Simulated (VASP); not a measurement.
Crystal: Ga2SnTe2.

```xyz
5
Lattice="4.2042 0.0000 0.0000 -2.1021 3.6410 0.0000 0.0000 0.0000 9.5026" Properties=species:S:1:pos:R:3 pbc="T T T"
Ga    0.0000    0.0000    2.0656
Ga    0.0000    0.0000    7.4370
Sn    0.0000    0.0000    4.7513
Te    0.0000    2.4273    1.2062
Te    2.1021    1.2137    8.2964
```

The cell was built from a structure type or drawn by symmetry, and may not be a known phase.

- Program: VASP 6.6.1
- Task: relaxation of cell and atoms
- Functional: PBE
- Potentials or basis: VASP PAW PBE potentials, release 64 (Ga_d, Sn_d, Te)
- Cutoff: 600 eV
- k mesh: 6 × 6 × 2
- Occupations: gaussian, width 0.1 eV
- Spin: no spin polarisation

At the start: pressure 6.0 GPa; volume 29.09 Å³/atom.

Problem. Where does the relaxation end?

Solution. Over 29 steps the energy falls by 228.0 meV/atom and the volume is 33.01 Å³/atom (+13.5 %); space group P-3m1 (No. 164, to 0.1 Å) before and after.

The path:
```csv
step,energy change (eV),largest force (eV/Å),pressure (GPa),volume (Å³)
1,0.0000,1.5984,5.99,145.46
2,-0.5172,0.5247,-1.20,169.58
3,-0.5202,0.6011,-0.80,167.55
4,-0.6327,0.5674,-0.83,166.18
5,-0.8561,0.5457,-0.79,161.44
6,-0.8627,0.7206,-0.77,159.84
7,-0.8642,0.6546,-0.78,160.46
8,-0.9282,0.4066,0.81,153.66
9,-0.9306,0.4106,1.25,152.05
10,-0.9812,0.3168,1.11,152.63
11,-1.0674,0.1245,1.03,154.37
12,-1.0758,0.2038,1.11,155.09
13,-1.1176,0.2352,-0.45,162.75
14,-1.1177,0.2306,-0.47,162.54
15,-1.1255,0.1642,0.00,161.99
16,-1.1257,0.1301,-0.08,162.06
17,-1.1289,0.1016,0.16,161.43
18,-1.1292,0.0892,0.26,161.18
19,-1.1313,0.0476,0.05,162.14
20,-1.1314,0.0658,-0.02,162.46
21,-1.1335,0.0770,-0.10,163.07
22,-1.1351,0.0959,-0.23,164.04
23,-1.1368,0.0459,-0.04,163.63
24,-1.1372,0.0743,0.11,163.33
25,-1.1384,0.0478,0.13,163.50
26,-1.1389,0.0242,0.16,163.64
27,-1.1389,0.0243,0.21,163.93
28,-1.1391,0.0095,0.18,163.78
29,-1.1400,0.0357,-0.05,165.05
```

Final structure:
```
Ga Sn Te
1.0
     4.03377    0.00000    0.00000
    -2.01689    3.49335    0.00000
     0.00000    0.00000   11.71273
Ga Sn Te
2 1 2
Direct
  0.00000 0.00000 0.26988
  0.00000 0.00000 0.73012
  0.00000 0.00000 0.50000
  0.33333 0.66667 0.15698
  0.66667 0.33333 0.84302
```

Caveat: a cell axis changed by over 15 % at a fixed basis, so the end point is rough; this functional lacks dispersion, which binds the layers, so the pressure and a relaxed spacing across them are unreliable.
